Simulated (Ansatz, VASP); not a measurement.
# SiO2 in VASP and in Ansatz

The input INCAR:

```
SYSTEM = SiO2
ALGO = Normal
EDIFF = 1E-7
EDIFFG = -0.005
ENCUT = 600
GGA = PS
GGA_COMPAT = .FALSE.
IBRION = 2
ISIF = 3
ISMEAR = 0
LASPH = .TRUE.
LCHARG = .FALSE.
LREAL = .FALSE.
LWAVE = .FALSE.
NELM = 120
NELMIN = 4
NSW = 100
PREC = Accurate
SIGMA = 0.02
```

Contents of KPOINTS:

```
k-points
0
G
  6 6 8
  0 0 0
```

POSCAR

```
SiO2
1.0
    4.2331690000      0.0000000000      0.0000000000
    0.0000000000      4.2331690000      0.0000000000
    0.0000000000      0.0000000000      2.6934950000
Si O
2 4
Direct
    0.5000000000      0.5000000000      0.5000000000
    0.0000000000      0.0000000000      0.0000000000
    0.6931610000      0.6931610000      0.0000000000
    0.1931610000      0.8068390000      0.5000000000
    0.3068390000      0.3068390000      0.0000000000
    0.8068390000      0.1931610000      0.5000000000
```

Input for Ansatz:

```yaml
crystal:
  lattice:
    - [4.233169, 0.0, 0.0]
    - [0.0, 4.233169, 0.0]
    - [0.0, 0.0, 2.693495]
  atoms:
    - { symbol: Si, position: [0.5, 0.5, 0.5] }
    - { symbol: Si, position: [0.0, 0.0, 0.0] }
    - { symbol: O, position: [0.693161, 0.693161, 0.0] }
    - { symbol: O, position: [0.193161, 0.806839, 0.5] }
    - { symbol: O, position: [0.306839, 0.306839, 0.0] }
    - { symbol: O, position: [0.806839, 0.193161, 0.5] }
basis:
  ecutwfc: 420
kpoints:
  mp_grid: { grid: [6, 6, 8] }
hamiltonian:
  xc: pbesol
  pseudopotentials: { kind: paw, azcp: { folder: soft_1 } }
scf:
  occupations: { method: gaussian, width: 0.02 }
output:
  forces: true
  stress: true
  eigenvalues: true
  write_density: true
  write_potential: true
  elf: true
  volumetric_format: npy
relax:
  adjacent_minimum: "off"
  f_tol: 0.005
  max_steps: 80
  cell: { stress_tol: 0.05 }
```

Alike in both runs: task relaxation of cell and atoms; functional PBEsol; k mesh 6 × 6 × 8; occupations gaussian, width 0.02 eV; no spin polarisation.

|  | VASP | Ansatz |
| --- | --- | --- |
| version | VASP 6.6.1 | Ansatz 0.2.0 |
| potentials or method | VASP PAW PBE potentials, release 64 (Si, O), cutoff 600 eV | scalar-relativistic, plane waves, PAW |
| valence electrons in the cell | 32 | 32 |

```csv
,VASP,Ansatz,Ansatz less VASP
"gap on the k mesh at the Fermi level, each at its own relaxed structure (eV)",5.34,5.36,+0.021
relaxed volume (Å³/atom),7.86,7.85,-0.002
relaxed cell length with the largest relative difference (Å),2.683,2.678,-0.0043
```

VASP's potentials were made for PBE, not for PBEsol, and Ansatz warns of the same on its side.
